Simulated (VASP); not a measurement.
Crystal: BAs.

```
As B
1.0
     0.00000    2.38850    2.38850
     2.38850    0.00000    2.38850
     2.38850    2.38850    0.00000
As B
1 1
Direct
  0.25000 0.25000 0.25000
  0.00000 0.00000 0.00000
```

Base run:

```yaml
Program: VASP 6.6.1
Functional: PBEsol
Dispersion: D3(BJ)
Potentials_or_basis: VASP PAW PBE potentials, release 64 (As, B)
Cutoff: 500 eV
k_mesh: 10 × 10 × 10
Occupations: gaussian, width 0.1 eV
Spin: no spin polarisation
```

Its results: band gap on the k mesh 1.08 eV (least direct gap 3.24 eV); pressure -3.2 GPa.

Task: The run is repeated on the same cell with these changes: functional from PBEsol to BLYP; occupations from gaussian, width 0.1 eV to gaussian, width 0.01 eV. What comes out?

Result: Band gap on the k mesh 1.41 eV (least direct gap 3.37 eV); pressure 0.2 GPa.

Caveats: the PAW data sets were made with another functional, which shifts forces and pressure a little; the cell stands under tension (at least some runs).

A k mesh can miss the band edges.
